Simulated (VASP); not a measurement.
# HC32 in VASP: single point with PBEsol

Aim: the single point of HC32 with PBEsol.

All numbers are computed with VASP 6.6.1; they aren't measurements. Logs are shortened: lines on timing, memory, paths and dates and some standing lists are left out, and cuts for length are marked.

### Step 1. The cell of the first run

The cell holds a slab with vacuum, 33 atoms: a = 9.864 Å, b = 9.864 Å, c = 12.000 Å, α = 90.00°, β = 90.00°, γ = 120.00°.

### Step 2. Single point, PBEsol, collinear spin

INCAR

```
SYSTEM = HC32
PREC = Accurate
ENCUT = 520
EDIFF = 1E-6
ISMEAR = 0
SIGMA = 0.05
LREAL = Auto
LASPH = .True.
NELM = 150
ALGO = Normal
ISIF = 2
LWAVE = .False.
LCHARG = .False.
ISPIN = 2
MAGMOM = 0 0 0 0 0 0 0 0 0 0.05 0 0 0 0 0 0.05 0 0.05 0 0 0 0 0 0 0 0 0 0 0 0 0 0 0
LORBIT = 11
GGA = PS
NBANDS = 90
NCORE = 4
```

KPOINTS

```
Automatic mesh
0
Gamma
  2 2 1
  0 0 0
```

POSCAR

```
HC32
1.0
    9.8640000000      0.0000000000      0.0000000000
   -4.9320000000      8.5424750000      0.0000000000
    0.0000000000      0.0000000000     12.0000000000
C H
32 1
Direct
   -0.0005059132     -0.0055811694      0.0784233333
    0.1661588720      0.0777542808      0.0783963333
   -0.0005148168      0.2444166357      0.0784015000
    0.1661488999      0.3277414332      0.0783828333
   -0.0005231331      0.4944103436      0.0784593333
    0.1661445449      0.5777450914      0.0784200833
   -0.0005209103      0.7444032321      0.0784703333
    0.1661479280      0.8277439501      0.0784116667
    0.2494806032     -0.0055925244      0.0783875833
    0.4161460758      0.0777357850      0.0783872500
    0.2494909629      0.2444196793      0.0784010000
    0.4161509625      0.3277623874      0.0784320833
    0.2494751121      0.4944098754      0.0783953333
    0.4161389254      0.5777535199      0.0784023333
    0.2494825044      0.7444110752      0.0784095833
    0.4161494226      0.8277473449      0.0784065000
    0.4994876036     -0.0055886614      0.0783984167
    0.6661547728      0.0777513543      0.0784285000
    0.4994644700      0.2443934574      0.0784849167
    0.6661406025      0.3277416674      0.0785686667
    0.4994820680      0.4944304783      0.0783978333
    0.6661509749      0.5777563294      0.0785138333
    0.4994878839      0.7444179819      0.0784231667
    0.6661535417      0.8277513250      0.0784436667
    0.7494898488     -0.0055801158      0.0784305000
    0.9161557228      0.0777473742      0.0784148333
    0.7494803913      0.2444169869      0.0784666667
    0.9161455858      0.3277419015      0.0784479167
    0.7494685756      0.4944061294      0.0786140000
    0.9161410372      0.5777388871      0.0785140833
    0.7494946525      0.7444274639      0.0784892500
    0.9161600571      0.8277509738      0.0784691667
    0.5243302978      0.3427404821      0.3290731667
```

Potentials or basis: VASP PAW PBE potentials, release 64 (C, H).

Command:

```console
$ cat potpaw_PBE.64/C/POTCAR potpaw_PBE.64/H/POTCAR > POTCAR
$ mpirun -np 4 vasp_std > vasp.out
```

OUTCAR:

```text
SYSTEM = HC32
   PREC = Accurate
   ENCUT = 520
   EDIFF = 1E-6
   ISMEAR = 0
   LREAL = Auto
   LASPH = .True.
   NELM = 150
   ISIF = 2
   ISPIN = 2
   LORBIT = 11
   GGA = PS

 ion  position               nearest neighbor table
   1  0.999  0.994  0.078-   2 1.42  26 1.42  32 1.42
   2  0.166  0.078  0.078-   1 1.42  11 1.42   9 1.42
   3  0.999  0.244  0.078-   4 1.42  28 1.42  26 1.42
   4  0.166  0.328  0.078-   3 1.42  11 1.42  13 1.42
   5  0.999  0.494  0.078-  30 1.42   6 1.42  28 1.42
   6  0.166  0.578  0.078-  13 1.42  15 1.42   5 1.42
[... 24 lines left out ...]
  31  0.749  0.744  0.078-  24 1.42  32 1.42  22 1.42
  32  0.916  0.828  0.078-  31 1.42   7 1.42   1 1.42
  33  0.524  0.343  0.329-

  LATTYP: Found a hexagonal cell.
 ALAT       =     9.8640000000
 C/A-ratio  =     1.2165450122

  Lattice vectors:

 A1 = (   9.8640000000,   0.0000000000,   0.0000000000)
 A2 = (  -4.9320000000,   8.5424750000,   0.0000000000)
 A3 = (   0.0000000000,   0.0000000000,  12.0000000000)

Analysis of symmetry for initial positions (statically):
=====================================================================
 Subroutine PRICEL returns:
 Original cell was already a primitive cell.

 Routine SETGRP: Setting up the symmetry group for a
 hexagonal supercell.

 Subroutine GETGRP returns: Found  1 space group operations
 (whereof  1 operations were pure point group operations)
 out of a pool of 24 trial point group operations.

The static configuration has the point symmetry C_1 .

Analysis of symmetry for dynamics (positions and initial velocities):
=====================================================================
 Subroutine PRICEL returns:
 Original cell was already a primitive cell.

 Routine SETGRP: Setting up the symmetry group for a
 hexagonal supercell.

 Subroutine GETGRP returns: Found  1 space group operations
 (whereof  1 operations were pure point group operations)
 out of a pool of 24 trial point group operations.

The dynamic configuration has the point symmetry C_1 .

Analysis of structural, dynamic, and magnetic symmetry:
=====================================================================
 Subroutine PRICEL returns:
 Original cell was already a primitive cell.

 Routine SETGRP: Setting up the symmetry group for a
 hexagonal supercell.

 Subroutine GETGRP returns: Found  1 space group operations
 (whereof  1 operations were pure point group operations)
 out of a pool of 24 trial point group operations.

The overall configuration has the point symmetry C_1 .

 Subroutine INISYM returns: Found  1 space group operations
 (whereof  1 operations are pure point group operations),
 and found     1 'primitive' translations

----------------------------------------------------------------------------------------

                                     Primitive cell

  volume of cell :    1011.1557

  direct lattice vectors                    reciprocal lattice vectors
     9.864000000  0.000000000  0.000000000     0.101378751  0.058531046  0.000000000
    -4.932000000  8.542475000  0.000000000     0.000000000  0.117062093  0.000000000
     0.000000000  0.000000000 12.000000000     0.000000000  0.000000000  0.083333333

  length of vectors
     9.864000000  9.864000361 12.000000000     0.117062097  0.117062093  0.083333333

  position of ions in fractional coordinates (direct lattice)
     0.999494087  0.994418831  0.078423333
     0.166158872  0.077754281  0.078396333
     0.999485183  0.244416636  0.078401500
     0.166148900  0.327741433  0.078382833
     0.999476867  0.494410344  0.078459333
     0.166144545  0.577745091  0.078420083
[... 25 lines left out ...]
     0.916160057  0.827750974  0.078469167
     0.524330298  0.342740482  0.329073167

  ion indices of the primitive-cell ions
   primitive index   ion index
[... 61 lines left out ...]
            Coordinates               Weight
  0.000000  0.000000  0.000000      1.000000
  0.500000 -0.000000  0.000000      1.000000
  0.000000  0.500000  0.000000      1.000000
  0.500000  0.500000  0.000000      1.000000
   k-points           NKPTS =      4   k-points in BZ     NKDIM =      4   number of bands    NBANDS=     90
   number of dos      NEDOS =    301   number of ions     NIONS =     33
   total plane-waves  NPLWV = 576000
   dimension x,y,z NGX =    80 NGY =   80 NGZ =   90
   dimension x,y,z NGXF=   160 NGYF=  160 NGZF=  180
   ions per type =              32   1
   NGX,Y,Z   is equivalent  to a cutoff of  13.48, 13.48, 12.47 a.u.
   NGXF,Y,Z  is equivalent  to a cutoff of  26.97, 26.97, 24.94 a.u.
 SYSTEM =  HC32
   PREC   = accura    normal or accurate (medium, high low for compatibility)
   ISTART =      0    job   : 0-new  1-cont  2-samecut
   ICHARG =      2    charge: 1-file 2-atom 10-const
   ISPIN  =      2    spin polarized calculation?
   LNONCOLLINEAR =      F non collinear calculations
   LSORBIT =      F    spin-orbit coupling
   LASPH  =      T    aspherical Exc in radial PAW
   ENCUT  =  520.0 eV  38.22 Ry    6.18 a.u.  18.34 18.34 22.31*2*pi/ulx,y,z
   NELM   =    150;   NELMIN=  2; NELMDL= -5     # of ELM steps
   EDIFF  = 0.1E-05   stopping-criterion for ELM
   LREAL  =      T    real-space projection
   EDIFFG = 0.1E-04   stopping-criterion for IOM
   NSW    =      0    number of steps for IOM
   IBRION =     -1    ionic relax: 0-MD 1-quasi-New 2-CG
   NFREE  =      0    steps in history (QN), initial steepest desc. (CG)
   ISIF   =      2    stress and relaxation
   ISYM   =      2    0-nonsym 1-usesym 2-fastsym
   POTIM  = 0.5000    time-step for ionic-motion
   TEBEG  =    0.0;   TEEND  =   0.0 temperature during run
   PSTRESS=    0.0 pullay stress
   NELECT =     129.0000    total number of electrons
   NUPDOWN=      -1.0000    fix difference up-down
   EMIN   =  10.00;   EMAX   =-10.00  energy-range for DOS
   EFERMI =   0.00;   METHOD = LEGACY
   ISMEAR =     0;   SIGMA  =   0.05  broadening in eV -4-tet -1-fermi 0-gaus
   EFERMI_NEDOS =   21; number of points for ismear=-14 and -15
   IALGO  =     38    algorithm
   IMIX   =      4    mixing-type and parameters
     AMIX     =   0.40;   BMIX     =  1.00
     AMIX_MAG =   1.60;   BMIX_MAG =  1.00
  volume/ion in A,a.u.               =      30.64       206.78
  Fermi-wavevector in a.u.,A,eV,Ry     =   0.824136  1.557391  9.241072  0.679200
  Thomas-Fermi vector in A             =   1.935768
   LORBIT       =     11    0 simple, 1 ext, 2 COOP (PROOUT), +10 PAW based schemes
   GGA     = PS    functional components
   LHFCALC =     F    Hartree Fock is set to
   AEXX    =    0.0000 exact exchange contribution
   IVDW    =     0    specifies the selected vdW correction
   LEPSILON=     F    determine dielectric tensor
   LRPA    =     F    only Hartree local field effects (RPA)
 spin polarized calculation
 Gauss-broadening in eV      SIGMA  =   0.05
  energy-cutoff  :      520.00
  volume of cell :     1011.16
 maximum number of plane-waves:     27273
 NGX is ok and might be reduce to    80
   NGX = 37   NGY = 37   NGZ = 45

 number of electron     129.0000002 magnetization       1.0000066

 Free energy of the ion-electron system (eV)
  ---------------------------------------------------
  ext. energy  EPLUGINS =         0.00000000
  ---------------------------------------------------
  free energy    TOTEN  =      -309.49310697 eV

  energy without entropy =     -309.49310697  energy(sigma->0) =     -309.49310697

 E-fermi :  -2.5594     XC(G=0):  -3.6483

 val. band max:       -2.8211201039   @ k =   0.0000   0.5000   0.0000
 cond. band min:      -0.8543074615   @ k =   0.5000   0.5000   0.0000
 fundamental gap:      1.9668126425
 Fermi energy:        -2.5593870769

 spin component 1

 k-point     1 :       0.0000    0.0000    0.0000
  band No.  band energies     occupation
      1     -21.2821      1.00000
      2     -19.8171      1.00000
      3     -19.8157      1.00000
      4     -19.8156      1.00000
      5     -19.8152      1.00000
      6     -19.8152      1.00000
[... 305 lines left out ...]
     75       2.1697      0.00000
     76       2.8557      0.00000
 Fermi energy:        -2.5593870769

 spin component 2

 k-point     1 :       0.0000    0.0000    0.0000
  band No.  band energies     occupation
      1     -21.2817      1.00000
      2     -19.8154      1.00000
      3     -19.8152      1.00000
      4     -19.8152      1.00000
      5     -19.8151      1.00000
      6     -19.8151      1.00000
[... 305 lines left out ...]
     75       2.7702      0.00000
     76       3.0371      0.00000
 [bands above 76 left out]

------------------------ aborting loop because EDIFF is reached ----------------------------------------

  FORCE on cell =-STRESS in cart. coord.  units (eV):
  Direction    XX          YY          ZZ          XY          YZ          ZX
  --------------------------------------------------------------------------------------
  -------------------------------------------------------------------------------------
  Total       -4.6495563     -4.6554730     -0.1459430      0.0317541      0.0239986     -0.0009708
  in kB       -7.3672272     -7.3766022     -0.2312469      0.0503144      0.0380257     -0.0015383
  external PRESSURE =      -4.9916921 kB  Pullay stress =       0.0000000 kB

 VOLUME and BASIS-vectors are now :
 -----------------------------------------------------------------------------
  energy-cutoff  :      520.00
  volume of cell :     1011.16
      direct lattice vectors                 reciprocal lattice vectors
     9.864000000  0.000000000  0.000000000     0.101378751  0.058531046  0.000000000
    -4.932000000  8.542475000  0.000000000     0.000000000  0.117062093  0.000000000
     0.000000000  0.000000000 12.000000000     0.000000000  0.000000000  0.083333333

 POSITION                                       TOTAL-FORCE (eV/Angst)
 -----------------------------------------------------------------------------------
      4.95454      8.49480      0.94108         0.001209     -0.000244      0.001472
      1.25551      0.66421      0.94076        -0.001256     -0.002085      0.001204
      8.65346      2.08792      0.94082         0.002046     -0.002532      0.002031
      0.02247      2.79972      0.94059        -0.003062      0.001793      0.001119
      7.42041      4.22349      0.94151         0.001681     -0.000381      0.002823
     -1.21059      4.93537      0.94104        -0.002297     -0.001062     -0.001686
[... 25 lines left out ...]
      4.95454      7.07104      0.94163        -0.002760     -0.000557     -0.002432
      3.48160      2.92785      3.94888         0.002575      0.004523     -0.000171
 -----------------------------------------------------------------------------------
    total drift:                               -0.021321      0.014560      0.036168

  FREE ENERGIE OF THE ION-ELECTRON SYSTEM (eV)
  ---------------------------------------------------
  free  energy   TOTEN  =      -309.4931069744 eV

  energy  without entropy=     -309.4931069744  energy(sigma->0) =     -309.49310697

 total charge

# of ion       s       p       d       tot
------------------------------------------
    1        0.858   1.782   0.000   2.640
    2        0.858   1.782   0.000   2.640
    3        0.858   1.782   0.000   2.640
    4        0.858   1.782   0.000   2.640
    5        0.858   1.782   0.000   2.640
    6        0.858   1.782   0.000   2.640
[... 25 lines left out ...]
   32        0.858   1.782   0.000   2.640
   33        0.372   0.000   0.000   0.372
--------------------------------------------------
tot         27.830  57.029   0.000  84.859

 magnetization (x)

# of ion       s       p       d       tot
------------------------------------------
    1       -0.000  -0.000   0.000  -0.000
    2        0.000   0.000   0.000   0.000
    3       -0.000  -0.000   0.000  -0.000
    4       -0.000  -0.000   0.000  -0.000
    5       -0.000  -0.000   0.000  -0.000
    6       -0.000  -0.000   0.000  -0.000
[... 25 lines left out ...]
   32        0.000   0.000   0.000   0.000
   33        0.371   0.000   0.000   0.371
--------------------------------------------------
tot          0.372   0.005   0.000   0.377
```

Run time: 33 min. Hardware: 4 MPI ranks of Oxide Virtual Turin-like, shared host; peak memory 0.55 GiB.

What came out:

```
Free energy                                           : -309.4931 eV
Largest force                                         : 0.011 eV/Å
Band gap on the k mesh                                : 1.97 eV
Net moment                                            : 1.00 μB per cell
Site moments                                          : C -0.00, +0.00 (each value once); H +0.37 μB
Valence electrons inside the program's atomic spheres : C 2.64; H 0.37
```

Forces in eV/Å, atoms in the order of the input:
```
C    0.001  0.000  0.001
C   -0.001 -0.002  0.001
C    0.002 -0.003  0.002
C   -0.003  0.002  0.001
C    0.002  0.000  0.003
C   -0.002 -0.001 -0.002
C    0.001  0.003  0.001
C   -0.002 -0.002 -0.001
C    0.002  0.001  0.002
C   -0.003  0.000  0.003
C    0.000  0.000 -0.001
C   -0.003 -0.005 -0.008
C    0.002  0.001  0.002
C    0.001  0.000 -0.003
C    0.002  0.001  0.002
C   -0.001  0.000 -0.002
C    0.000  0.000  0.004
C   -0.003 -0.001 -0.001
C    0.004  0.006 -0.008
C   -0.001 -0.001 -0.009
C    0.002 -0.002  0.011
C   -0.002 -0.001  0.002
C   -0.001  0.000  0.001
C   -0.001  0.001 -0.001
C    0.002 -0.001  0.001
C   -0.003  0.001 -0.001
C    0.003 -0.001  0.006
C   -0.003  0.002 -0.002
C    0.003  0.002 -0.004
C   -0.001  0.001  0.001
C    0.001 -0.002  0.001
C   -0.003 -0.001 -0.002
H    0.003  0.005  0.000
```

Caveat: there is no dipole correction, which matters where the two faces differ; the PAW data sets were made with another functional, which shifts forces and pressure a little.
